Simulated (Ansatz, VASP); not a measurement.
**Lu in VASP and in Ansatz**

File INCAR:

```
PREC     = Accurate       # precision mode
ENCUT    = 520            # plane-wave cutoff, eV
EDIFF    = 1E-6           # SCF threshold, eV
ISMEAR   = 0              # smearing method
SIGMA    = 0.1            # smearing width, eV
LREAL    = False          # projectors in reciprocal space
LASPH    = True           # aspherical terms in the spheres
NELM     = 60             # most SCF steps
ALGO     = Fast           # electronic algorithm
ISIF     = 2              # what is computed and relaxed
LWAVE    = False          # write WAVECAR
LCHARG   = False          # write CHGCAR
GGA      = PE             # functional
NBANDS   = 18             # bands
```

Contents of KPOINTS:

```
regular mesh
0
Gamma
  20 20 20
```

File POSCAR:

```
Lu
1.0
    0.0000000000      2.3343614638      2.3343614638
    2.3343614638      0.0000000000      2.3343614638
    2.3343614638      2.3343614638      0.0000000000
Lu
1
Direct
    0.0000000000      0.0000000000      0.0000000000
```

Input for Ansatz:

```yaml
crystal:
  lattice:
    - [0.0, 2.3343614638, 2.3343614638]
    - [2.3343614638, 0.0, 2.3343614638]
    - [2.3343614638, 2.3343614638, 0.0]
  atoms:
    - { symbol: Lu, position: [0.0, 0.0, 0.0] }
basis:
  ecutwfc: 420
kpoints:
  mp_grid: { grid: [20, 20, 20] }
hamiltonian:
  xc: pbe
scf:
  occupations: { method: gaussian, width: 0.1 }
output:
  forces: true
  stress: true
  eigenvalues: true
```

Alike in both runs: task single point; functional PBE; k mesh 20 × 20 × 20; occupations gaussian, width 0.1 eV; no spin polarisation.

|  | VASP | Ansatz |
| --- | --- | --- |
| version | VASP 6.6.1 | Ansatz 0.2.0 |
| potentials or method | VASP PAW PBE potentials, release 64 (Lu), cutoff 520 eV | scalar-relativistic, plane waves, PAW |
| valence electrons in the cell | 25 | 25 |

```tsv
	VASP	Ansatz	Ansatz less VASP
gap on the k mesh at the Fermi level (eV)	none	none	-
pressure (GPa)	7.1	6.8	-0.32
```

A gap of «none» marks a metal or a gap that the smearing closes. The functional is the same, so the differences come from potentials, cutoffs and numerics.

Neither program's run includes spin-orbit coupling.
